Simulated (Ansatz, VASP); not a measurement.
**One calculation of Si2Mo, two programs**

File INCAR:

```
ALGO     = Normal         # electronic algorithm
EDIFF    = 1E-6           # SCF threshold, eV
ENCUT    = 520            # plane-wave cutoff, eV
GGA      = PE             # functional
ISIF     = 2              # what is computed and relaxed
ISMEAR   = 0              # smearing method
LASPH    = True           # aspherical terms in the spheres
LCHARG   = True           # write CHGCAR
LELF     = True           # ELF
LREAL    = Auto         
LVHAR    = True         
LWAVE    = False          # write WAVECAR
NBANDS   = 118            # bands
NELM     = 100            # most SCF steps
PREC     = Accurate       # precision mode
SIGMA    = 0.1            # smearing width, eV
```

File KPOINTS:

```
k-points
0
Gamma
  4 4 4
```

POSCAR

```
Si2Mo
1.0
    0.0000000000      0.0000000000     -7.8730199340
    4.8252710621      4.8252710621     -3.9365099670
    4.8252710621     -4.8252710621     -3.9365099670
Si Mo
18 9
Direct
    0.3315675300      0.0000000000      0.6666666667
    0.9982341967      0.0000000000      0.3333333333
    0.3315675300      0.3333333333      0.3333333333
    0.6649008633      0.3333333333      0.6666666667
    0.9982341967      0.6666666667      0.6666666667
    0.6649008633      0.0000000000      1.0000000000
    0.9982341967      0.3333333333      1.0000000000
    0.3315675300      0.6666666667      1.0000000000
    0.6649008633      0.6666666667      0.3333333333
    0.0017658033      0.0000000000      0.6666666667
    0.6684324700      0.0000000000      0.3333333333
    0.0017658033      0.3333333333      0.3333333333
    0.3350991367      0.3333333333      0.6666666667
    0.6684324700      0.6666666667      0.6666666667
    0.3350991367      0.0000000000      1.0000000000
    0.6684324700      0.3333333333      1.0000000000
    0.0017658033      0.6666666667      1.0000000000
    0.3350991367      0.6666666667      0.3333333333
    0.0000000000      0.3333333333      0.6666666667
    0.6666666667      0.3333333333      0.3333333333
    0.0000000000      0.6666666667      0.3333333333
    0.3333333333      0.6666666667      0.6666666667
    0.6666666667      0.0000000000      0.6666666667
    0.3333333333      0.3333333333      1.0000000000
    0.6666666667      0.6666666667      1.0000000000
    1.0000000000      0.0000000000      1.0000000000
    0.3333333333      0.0000000000      0.3333333333
```

Input for Ansatz:

```yaml
crystal:
  lattice:
    - [0.0, 0.0, -7.8730199709]
    - [4.8252710687, 4.8252710687, -3.9365099855]
    - [4.8252710687, -4.8252710687, -3.9365099855]
  atoms:
    - { symbol: Si, position: [0.3315675294, 0.0, 0.6666666667] }
    - { symbol: Si, position: [0.998234196, 0.0, 0.3333333333] }
    - { symbol: Si, position: [0.3315675294, 0.3333333333, 0.3333333333] }
    - { symbol: Si, position: [0.6649008627, 0.3333333333, 0.6666666667] }
    - { symbol: Si, position: [0.998234196, 0.6666666667, 0.6666666667] }
    - { symbol: Si, position: [0.6649008627, 0.0, 1.0] }
    - { symbol: Si, position: [0.998234196, 0.3333333333, 1.0] }
    - { symbol: Si, position: [0.3315675294, 0.6666666667, 1.0] }
    - { symbol: Si, position: [0.6649008627, 0.6666666667, 0.3333333333] }
    - { symbol: Si, position: [0.001765804, 0.0, 0.6666666667] }
    - { symbol: Si, position: [0.6684324706, 0.0, 0.3333333333] }
    - { symbol: Si, position: [0.001765804, 0.3333333333, 0.3333333333] }
    - { symbol: Si, position: [0.3350991373, 0.3333333333, 0.6666666667] }
    - { symbol: Si, position: [0.6684324706, 0.6666666667, 0.6666666667] }
    - { symbol: Si, position: [0.3350991373, 0.0, 1.0] }
    - { symbol: Si, position: [0.6684324706, 0.3333333333, 1.0] }
    - { symbol: Si, position: [0.001765804, 0.6666666667, 1.0] }
    - { symbol: Si, position: [0.3350991373, 0.6666666667, 0.3333333333] }
    - { symbol: Mo, position: [0.0, 0.3333333333, 0.6666666667] }
    - { symbol: Mo, position: [0.6666666667, 0.3333333333, 0.3333333333] }
    - { symbol: Mo, position: [0.0, 0.6666666667, 0.3333333333] }
    - { symbol: Mo, position: [0.3333333333, 0.6666666667, 0.6666666667] }
    - { symbol: Mo, position: [0.6666666667, 0.0, 0.6666666667] }
    - { symbol: Mo, position: [0.3333333333, 0.3333333333, 1.0] }
    - { symbol: Mo, position: [0.6666666667, 0.6666666667, 1.0] }
    - { symbol: Mo, position: [1.0, 0.0, 1.0] }
    - { symbol: Mo, position: [0.3333333333, 0.0, 0.3333333333] }
basis:
  ecutwfc: 420
  xc_grid: 2
kpoints:
  mp_grid: { grid: [4, 4, 4], shift: [0.0, 0.0, 0.0] }
hamiltonian:
  xc: pbe
scf:
  occupations: { method: gaussian, width: 0.1 }
output:
  forces: true
  stress: true
  eigenvalues: true
  write_density: true
  write_potential: true
  elf: true
  volumetric_format: npy
```

Alike in both runs: task single point; functional PBE; k mesh 4 × 4 × 4; occupations gaussian, width 0.1 eV; no spin polarisation.

```csv
,VASP,Ansatz
version,VASP 6.6.1,Ansatz 0.2.0
potentials or method,"VASP PAW PBE potentials, release 64 (Si, Mo_sv), cutoff 520 eV","scalar-relativistic, plane waves, PAW"
valence electrons in the cell,198,198
```

```tsv
	VASP	Ansatz	Ansatz less VASP
gap on the k mesh at the Fermi level (eV)	none	none	-
pressure (GPa)	0.2	0.0	-0.16
traceless stress, the component that is largest in VASP (GPa)	0.07	0.08	+0.012
rms of the force components (eV/Å)	0.009	0.008	-0.0009
```

Atom by atom the forces differ by 0.001 eV/Å (rms over components). A gap of «none» marks a metal or a gap that the smearing closes.
